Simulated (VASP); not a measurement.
Sb: single point with BLYP

Sb:

```
Sb
1.0
     0.00000    3.58022    3.58022
     3.58022    0.00000    3.58022
     3.58022    3.58022    0.00000
Sb
2
Direct
  0.12500 0.12500 0.12500
  0.87500 0.87500 0.87500
```

```
Program                : VASP 6.6.1
Task                   : single point
Functional             : BLYP
Potentials or basis    : VASP PAW PBE potentials, release 64 (Sb)
Cutoff                 : 520 eV
k mesh                 : 9 × 9 × 9
Occupations            : fermi-dirac, width 0.1 eV
Spin                   : no spin polarisation
Dipole correction      : no
Further INCAR settings : ALGO = Normal; EDIFF = 1e-06; NBANDS = 12
```

```yaml
Pressure: 0.1 GPa
Band_gap_on_the_k_mesh: zero (band 5 reaches 3.93 eV, above the bottom of band 6 at 3.34 eV)
```

Levels at points of the mesh, in eV from the Fermi level:
```
           k point  band 3  band 4  band 5  band 6  band 7  band 8
(0.00, 0.00, 0.00)   -1.61   -1.61   -1.61    0.56    0.56    0.56
```

Run time: 79 s on 1 thread of AMD EPYC 7R13, on a shared host, peak memory 0.21 GiB.

Caveat: the PAW data sets were made with another functional, which shifts forces and pressure a little; spin-orbit coupling is left out, which moves the levels of the heavy elements.
